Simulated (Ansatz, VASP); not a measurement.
## One calculation of C, two programs

File INCAR:

```
PREC = Accurate ; ENCUT = 600
EDIFF = 1E-6 ; ISMEAR = -1
SIGMA = 0.025851999786435532 ; LREAL = False
LASPH = True ; NELM = 120
ALGO = Normal ; ISIF = 2
LWAVE = False ; LCHARG = True
GGA = PE ; LELF = True
LVHAR = True ; ISYM = 0
NBANDS = 11 ; GGA_COMPAT = False
```

KPOINTS

```
Automatic mesh
0
Gamma
  2 6 2
```

Contents of POSCAR:

```
C
1.0
    2.4561701622      0.0000000000      0.0000000000
   -1.2280850811      2.1271057565      0.0000000000
    0.0000000000      0.0000000000      8.5238033600
C
2
Direct
    0.3333333333      0.6666666667      0.0000000000
    0.6666666667      0.3333333333      0.0000000000
```

Input for Ansatz:

```yaml
crystal:
  lattice:
    - [2.4561701622, 0.0, 0.0]
    - [-1.2280850811, 2.1271057565, 0.0]
    - [0.0, 0.0, 8.52380336]
  atoms:
    - { symbol: C, position: [0.3333333333, 0.6666666667, 0.0] }
    - { symbol: C, position: [0.6666666667, 0.3333333333, 0.0] }
  symmetry: { detect: false }
basis: {}
kpoints:
  mp_grid: { grid: [2, 6, 2] }
hamiltonian:
  xc: pbe
  dispersion: none
scf:
  occupations: { method: fermi_dirac, width: "300 K" }
  n_extra_bands: 2
output:
  forces: true
  stress: true
  eigenvalues: true
```

Alike in both runs: task single point; functional PBE; k mesh 2 × 6 × 2; no spin polarisation.

|  | VASP | Ansatz |
| --- | --- | --- |
| version | VASP 6.6.1 | Ansatz 0.2.0 |
| potentials or method | VASP PAW PBE potentials, release 64 (C) | scalar-relativistic, plane waves, PAW |
| plane-wave cutoff (eV) | 600 | 420 |
| occupations | fermi-dirac, width 0.025852 eV | fermi-dirac |
| valence electrons in the cell | 8 | 8 |

|  | VASP | Ansatz | Ansatz less VASP |
| --- | --- | --- | --- |
| gap on the k mesh at the Fermi level (eV) | 4.05 | 4.05 | +0.005 |
| least direct gap on the mesh (eV) | 4.05 | 4.05 | +0.005 |
| rms of the force components (eV/Å) | 0.389 | 0.391 | +0.0023 |

Atom by atom the forces differ by 0.002 eV/Å (rms over components).

The k mesh is coarse, so the values compare programs but aren't converged.

A gap of «none» marks a metal or a gap under the smearing width.
